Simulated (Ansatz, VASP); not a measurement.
One calculation of NaGa2, two programs

```
Na Ga
1.0
     4.52536    0.00000    0.00000
    -2.26268    3.91907    0.00000
     0.00000    0.00000    3.58398
Na Ga
1 2
Direct
  0.00000 0.00000 0.00000
  0.33333 0.66667 0.50000
  0.66667 0.33333 0.50000
```

Alike in both runs: functional PBE; k mesh 12 × 12 × 12; occupations gaussian, width 0.1 eV; no spin polarisation.

Ansatz relaxed the structure, and its values are those at the end. VASP's run is a single point on that final structure, the one shown.

|  | VASP | Ansatz |
| --- | --- | --- |
| version | VASP 6.6.1 | Ansatz 0.2.0 |
| potentials or method | VASP PAW PBE potentials, release 64 (Na_pv, Ga_d), cutoff 520 eV | scalar-relativistic, plane waves, PAW |
| valence electrons in the cell | 33 | 35 |

|  | VASP | Ansatz | Ansatz less VASP |
| --- | --- | --- | --- |
| gap on the k mesh at the Fermi level (eV) | none | none | - |
| pressure (GPa) | 0.1 | 0.0 | -0.08 |

A gap of «none» marks a metal or a gap that the smearing closes. VASP's potentials hold 33 valence electrons a cell and Ansatz's 35, so a difference there can come from the potentials and not from the codes.
